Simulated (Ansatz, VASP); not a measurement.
Two plane-wave programs on KBr

Contents of INCAR:

```
ALGO = Normal ; EDIFF = 1E-7
EDIFFG = -0.01 ; ENCUT = 600
GGA = PE ; IBRION = 2
ISIF = 3 ; ISMEAR = 0
LASPH = T ; LCHARG = F
LREAL = F ; LWAVE = F
NELM = 80 ; NSW = 100
PREC = Accurate ; SIGMA = 0.02
```

Contents of KPOINTS:

```
k-points
0
Gamma
  6 6 6
```

Contents of POSCAR:

```
KBr
1.0
    4.0382600546      0.0000000000      0.0000000000
    0.0000000000      4.0382600546      0.0000000000
    0.0000000000      0.0000000000      4.0397343728
K Br
1 1
Direct
    0.5000000000      0.5000000000      0.5000000000
    0.0000000000      0.0000000000      0.0000000000
```

Input for Ansatz:

```yaml
crystal:
  lattice:
    - [4.0382600546, 0.0, 0.0]
    - [0.0, 4.0382600546, 0.0]
    - [0.0, 0.0, 4.0397343728]
  atoms:
    - { symbol: K, position: [0.5, 0.5, 0.5] }
    - { symbol: Br, position: [0.0, 0.0, 0.0] }
basis:
  ecutwfc: 420
kpoints:
  mp_grid: { grid: [6, 6, 6] }
hamiltonian:
  xc: pbe
scf:
  occupations: { method: gaussian, width: 0.02 }
output:
  forces: true
  stress: true
  eigenvalues: true
  write_density: true
  write_potential: true
  elf: true
  volumetric_format: npy
relax:
  adjacent_minimum: "off"
  f_tol: 0.01
  max_steps: 80
  cell: { stress_tol: 0.05 }
```

Change from the starting cell: species swapped into the MnIr type (P4/mmm, No. 123).

Alike in both runs: task relaxation of cell and atoms; functional PBE; k mesh 6 × 6 × 6; occupations gaussian, width 0.02 eV; no spin polarisation.

```csv
,VASP,Ansatz
version,VASP 6.6.1,Ansatz 0.2.0
potentials or method,"VASP PAW PBE potentials, release 64 (K_sv, Br), cutoff 600 eV","scalar-relativistic, plane waves, PAW"
valence electrons in the cell,16,16
```

```csv
,VASP,Ansatz,Ansatz less VASP
"gap on the k mesh at the Fermi level, each at its own relaxed structure (eV)",3.87,3.87,+0.005
relaxed volume (Å³/atom),32.98,32.94,-0.045
relaxed cell length with the largest relative difference (Å),4.040,4.038,-0.0020
```
